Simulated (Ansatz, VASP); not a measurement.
Cd: VASP beside Ansatz

```
Cd
1.0
     2.93694    0.00000    0.00000
    -1.46847    2.54347    0.00000
     0.00000    0.00000    3.10041
Cd
1
Direct
  0.00000 0.00000 0.00000
```

Alike in both runs: functional PBEsol; k mesh 21 × 21 × 20; occupations gaussian, width 0.1 eV; no spin polarisation.

Ansatz relaxed the structure, and its values are those at the end. VASP's run is a single point on that final structure, the one shown.

```csv
,VASP,Ansatz
version,VASP 6.6.1,Ansatz 0.2.0
potentials or method,"VASP PAW PBE potentials, release 64 (Cd), cutoff 520 eV","scalar-relativistic, plane waves, PAW"
valence electrons in the cell,12,20
```

|  | VASP | Ansatz | Ansatz less VASP |
| --- | --- | --- | --- |
| gap on the k mesh at the Fermi level (eV) | none | none | - |
| pressure (GPa) | 0.3 | 0.0 | -0.34 |

VASP's potentials were made for PBE, not for PBEsol. A gap of «none» marks a metal or a gap that the smearing closes. With one functional, cell and mesh, what is left measures potentials, basis and numerics. VASP's potentials hold 12 valence electrons a cell and Ansatz's 20, so a difference there can come from the potentials and not from the codes.
